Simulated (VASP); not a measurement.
Wanted: the native input for a VASP 6.6.1 run.

```
Task                   : single point
Functional             : PBE
Potentials or basis    : VASP PAW PBE potentials, release 64 (Si, C)
Cutoff                 : 520 eV
k mesh                 : 12 × 12 × 4
Occupations            : gaussian, width 0.05 eV
Spin                   : no spin polarisation
Dipole correction      : no
Further INCAR settings : ALGO = Normal; EDIFF = 1e-07; NBANDS = 26
```

The structure of SiC lies in POSCAR:

```
SiC
1.0
    3.0941201807      0.0000000000      0.0000000000
   -1.5470600903      2.6795866789      0.0602907003
    0.0000000000      0.2279101320     10.1293391985
Si C
4 4
Direct
    0.6666666667      0.3333333333      0.9378441878
    0.3333333333      0.6666666667      0.4378441878
    0.0000000000      0.0000000000      0.6878995565
    0.0000000000      0.0000000000      0.1878995565
    0.6666666667      0.3333333333      0.7498074459
    0.3333333333      0.6666666667      0.2498074459
    0.0000000000      0.0000000000      0.5004478098
    0.0000000000      0.0000000000      0.0004478098
```

This cell differs from its parent crystal: strain +0.0450 x Voigt [0, 0, 0, 1, 0, 0].

One way to write it, as run:

INCAR

```
SYSTEM = SiC
PREC     = Accurate       ! precision mode
ENCUT    = 520            ! plane-wave cutoff, eV
EDIFF    = 1E-7           ! SCF threshold, eV
ISMEAR   = 0              ! smearing method
SIGMA    = 0.05           ! smearing width, eV
LREAL    = .FALSE.        ! projectors in reciprocal space
LASPH    = .TRUE.         ! aspherical terms in the spheres
NELM     = 100            ! most SCF steps
ALGO     = Normal         ! electronic algorithm
ISIF     = 2              ! what is computed and relaxed
LWAVE    = .FALSE.        ! write WAVECAR
LCHARG   = .TRUE.         ! write CHGCAR
GGA      = PE             ! functional
LELF     = .TRUE.         ! ELF
LVHAR    = .TRUE.       
NBANDS   = 26             ! bands
```

KPOINTS

```
regular mesh
0
G
  12 12 4
  0 0 0
```

Potentials or basis: VASP PAW PBE potentials, release 64 (Si, C).

Launch:

```bash
$ cat potpaw_PBE.64/Si/POTCAR potpaw_PBE.64/C/POTCAR > POTCAR
$ mpirun -np 1 vasp_std > vasp.out
```

Results of the run:

The pressure is 0.1 GPa. The largest force is 0.286 eV/Å and the band gap on the k mesh is 2.01 eV (least direct gap 3.24 eV).

Caveat: the cell differs from its parent crystal (strain +0.0450 x Voigt [0, 0, 0, 1, 0, 0]).

Run time: 5.2 min on 1 thread of Intel Xeon 8259CL, with other jobs on the host, peak memory 0.39 GiB.
